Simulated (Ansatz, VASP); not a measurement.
**AgBr: VASP beside Ansatz**

```
CELL_PARAMETERS angstrom
0.00000 2.90066 2.90066
2.90066 0.00000 2.90066
2.90066 2.90066 0.00000
ATOMIC_POSITIONS crystal
Ag 0.50000 0.50000 0.50000
Br 0.00000 0.00000 0.00000
```

Alike in both runs: task single point; functional PBE; k mesh 10 × 10 × 10; occupations gaussian, width 0.05 eV; no spin polarisation.

|  | VASP | Ansatz |
| --- | --- | --- |
| version | VASP 6.6.1 | Ansatz 0.2.0 |
| potentials or method | VASP PAW PBE potentials, release 64 (Ag, Br), cutoff 500 eV | scalar-relativistic, plane waves, PAW |
| valence electrons in the cell | 18 | 26 |

|  | VASP | Ansatz | Ansatz less VASP |
| --- | --- | --- | --- |
| gap on the k mesh at the Fermi level (eV) | 0.68 | 0.68 | +0.001 |
| least direct gap on the mesh (eV) | 2.50 | 2.50 | +0.001 |
| pressure (GPa) | 0.8 | 0.8 | +0.04 |

With one functional, cell and mesh, what is left measures potentials, basis and numerics. VASP's potentials hold 18 valence electrons a cell and Ansatz's 26, so a difference there can come from the potentials and not from the codes.
